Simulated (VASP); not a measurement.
The system is BN (Qingsongite).

```
CELL_PARAMETERS angstrom
0.00000 1.80482 1.80482
1.80482 0.00000 1.80482
1.80482 1.80482 0.00000
ATOMIC_POSITIONS crystal
B 0.00000 0.00000 0.00000
N 0.25000 0.25000 0.25000
```

Program: VASP 6.6.1. Alike in all runs: task single point; no spin polarisation; cell as given; smearing gaussian 0.01 eV.

Question: Order these runs on this cell by their pressure, lowest first.
A. level r2SCAN; potentials or basis VASP PAW PBE potentials, release 64 (B, N); k mesh 10 × 10 × 10; cutoff (eV) 520
B. level PBE; potentials or basis VASP PAW PBE potentials, release 64 (B, N); k mesh 12 × 12 × 12; cutoff (eV) 520
C. level r2SCAN; potentials or basis VASP PAW PBE potentials, release 64 (B_h, N_h); k mesh 12 × 12 × 12; cutoff (eV) 910; second run hard_potentials

Answer: C (-0.5 GPa), A (1.1 GPa), B (5.0 GPa).

Caveats: the PAW data sets were made with another functional, which shifts forces and pressure a little (some runs); the cutoff is under 1.25 times the usual one of these potentials, so pressure, stress and relaxed cells hold a basis-set (Pulay) error (some runs).
